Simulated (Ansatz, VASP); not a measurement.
One calculation of LaRu3, two programs

Contents of INCAR:

```
SYSTEM = LaRu3
ALGO = Normal
EDIFF = 1E-6
ENCUT = 520
GGA = PS
ISIF = 2
ISMEAR = 0
LASPH = .True.
LCHARG = .True.
LELF = .True.
LREAL = .False.
LVHAR = .True.
LWAVE = .False.
NBANDS = 34
NELM = 80
PREC = Accurate
SIGMA = 0.05
```

Contents of KPOINTS:

```
k-points
0
Gamma
  8 8 8
  0 0 0
```

Contents of POSCAR:

```
LaRu3
1.0
    0.0000000000      3.2630800170      3.2630800170
    3.2630800170      0.0000000000      3.2630800170
    3.2630800170      3.2630800170      0.0000000000
La Ru
1 3
Direct
    0.0000000000      0.0000000000      0.0000000000
    0.5000000000      0.5000000000      0.5000000000
    0.2500000000      0.2500000000      0.2500000000
    0.7500000000      0.7500000000      0.7500000000
```

Input for Ansatz:

```yaml
crystal:
  lattice:
    - [0.0, 3.263080017, 3.263080017]
    - [3.263080017, 0.0, 3.263080017]
    - [3.263080017, 3.263080017, 0.0]
  atoms:
    - { symbol: La, position: [0.0, 0.0, 0.0] }
    - { symbol: Ru, position: [0.5, 0.5, 0.5] }
    - { symbol: Ru, position: [0.25, 0.25, 0.25] }
    - { symbol: Ru, position: [0.75, 0.75, 0.75] }
basis:
  ecutwfc: 420
  ecutrho_ratio: 4
kpoints:
  mp_grid: { grid: [8, 8, 8] }
hamiltonian:
  xc: pbesol
scf:
  occupations: { method: gaussian, width: 0.05 }
output:
  forces: true
  stress: true
  eigenvalues: true
  write_density: true
  write_potential: true
  elf: true
  volumetric_format: npy
```

Alike in both runs: task single point; functional PBEsol; k mesh 8 × 8 × 8; occupations gaussian, width 0.05 eV; no spin polarisation.

|  | VASP | Ansatz |
| --- | --- | --- |
| version | VASP 6.6.1 | Ansatz 0.2.0 |
| potentials or method | VASP PAW PBE potentials, release 64 (La, Ru_pv), cutoff 520 eV | scalar-relativistic, plane waves, PAW |
| valence electrons in the cell | 53 | 59 |

```tsv
	VASP	Ansatz	Ansatz less VASP
gap on the k mesh at the Fermi level (eV)	none	none	-
pressure (GPa)	-6.2	-6.2	+0.01
```

VASP's potentials were made for PBE, not for PBEsol. A gap of «none» marks a metal or a gap that the smearing closes. VASP's potentials hold 53 valence electrons a cell and Ansatz's 59, so a difference there can come from the potentials and not from the codes.

Spin-orbit coupling is off throughout.
